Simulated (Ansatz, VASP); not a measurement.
# SrTiO3: VASP beside Ansatz

```
CELL_PARAMETERS angstrom
3.71151 0.00000 0.00000
0.00000 3.90685 0.00000
0.00000 0.00000 3.90685
ATOMIC_POSITIONS crystal
Sr 0.00000 0.00000 0.00000
Ti 0.50000 0.50000 0.50000
O 0.50000 0.50000 0.00000
O 0.50000 0.00000 0.50000
O 0.00000 0.50000 0.50000
```

Change from the starting cell: uniaxial_x strain -5.0%.

Alike in both runs: task single point; functional PBE; k mesh 8 × 6 × 6; occupations fermi-dirac, width 0.02 eV; no spin polarisation.

|  | VASP | Ansatz |
| --- | --- | --- |
| version | VASP 6.6.1 | Ansatz 0.2.0 |
| potentials or method | VASP PAW PBE potentials, release 64 (Sr_sv, Ti_sv, O) | plane waves, PAW |
| plane-wave cutoff (eV) | 600 | 420 |
| valence electrons in the cell | 40 | 40 |

|  | VASP | Ansatz | Ansatz less VASP |
| --- | --- | --- | --- |
| gap on the k mesh at the Fermi level (eV) | 1.86 | 1.90 | +0.037 |
| pressure (GPa) | 16.2 | 15.7 | -0.52 |
| traceless stress, the component that is largest in VASP (GPa) | 11.13 | 11.02 | -0.108 |

The functional is the same, so the differences come from potentials, cutoffs and numerics.
